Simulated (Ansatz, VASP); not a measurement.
# Cu3N in VASP and in Ansatz

Contents of POSCAR:

```
Cu3N
1.0
    3.8240486839      0.0000000000      0.0000000000
    0.0000000000      3.8240486839      0.0000000000
    0.0000000000      0.0000000000      3.8240486839
Cu N
3 1
Direct
    0.5000000000      0.0000000000      0.0000000000
    0.0000000000      0.5000000000      0.0000000000
    0.0000000000      0.0000000000      0.5000000000
    0.0000000000      0.0000000000      0.0000000000
```

The input INCAR.step1:

```
SYSTEM = Cu3N
  PREC = Accurate
  ENCUT = 660
  ISMEAR = 0
  SIGMA = 0.05
  LREAL = .False.
  LASPH = .True.
  NELM = 120
  NBANDS = 27
  GGA = PE
  ALGO = Normal
  EDIFF = 1E-5
  LWAVE = .True.
  LCHARG = .False.
  GGA_COMPAT = .False.
```

File INCAR.step2:

```
SYSTEM = Cu3N
  PREC = Accurate
  ENCUT = 660
  EDIFF = 1E-6
  ISMEAR = 0
  SIGMA = 0.05
  LREAL = .False.
  LASPH = .True.
  NELM = 120
  ALGO = Normal
  ISIF = 2
  LWAVE = .False.
  LCHARG = .True.
  METAGGA = R2SCAN
  LMIXTAU = .True.
  IVDW = 13
  VDW_S6 = 1.0
  VDW_S8 = 0.6018749
  VDW_A1 = 0.51559235
  VDW_A2 = 5.77342911
  LELF = .True.
  LVHAR = .True.
  NBANDS = 27
  ISTART = 1
  GGA_COMPAT = .False.
```

Contents of KPOINTS:

```
Automatic mesh
0
Gamma
  8 8 8
  0 0 0
```

Input for Ansatz:

```yaml
crystal:
  lattice:
    - [3.8240486839, 0.0, 0.0]
    - [0.0, 3.8240486839, 0.0]
    - [0.0, 0.0, 3.8240486839]
  atoms:
    - { symbol: Cu, position: [0.5, 0.0, 0.0] }
    - { symbol: Cu, position: [0.0, 0.5, 0.0] }
    - { symbol: Cu, position: [0.0, 0.0, 0.5] }
    - { symbol: "N", position: [0.0, 0.0, 0.0] }
basis:
  ecutwfc: 500
  ecutrho_ratio: 4
kpoints:
  mp_grid: { grid: [8, 8, 8] }
hamiltonian:
  xc: r2scan
  dispersion: d4
scf:
  occupations: { method: gaussian, width: 0.05 }
output:
  forces: true
  stress: true
  eigenvalues: true
```

Alike in both runs: task single point; functional r2SCAN; dispersion D4; k mesh 8 × 8 × 8; occupations gaussian, width 0.05 eV; no spin polarisation.

```csv
,VASP,Ansatz
version,VASP 6.6.1,Ansatz 0.2.0
potentials or method,"VASP PAW PBE potentials, release 64 (Cu, N), cutoff 660 eV","scalar-relativistic, plane waves, PAW"
valence electrons in the cell,38,62
```

VASP gave:

| Item | Value |
| --- | --- |
| gap on the k mesh at the Fermi level (eV) | 0.35 |
| least direct gap on the mesh (eV) | 0.92 |
| pressure (GPa) | -4.0 |

Task: Which values does Ansatz return?

Result: gap on the k mesh at the Fermi level (eV): 0.33; least direct gap on the mesh (eV): 0.90; pressure (GPa): -4.8.

VASP's potentials were made for PBE, not for r2SCAN. VASP's potentials hold 38 valence electrons a cell and Ansatz's 62, so a difference there can come from the potentials and not from the codes.
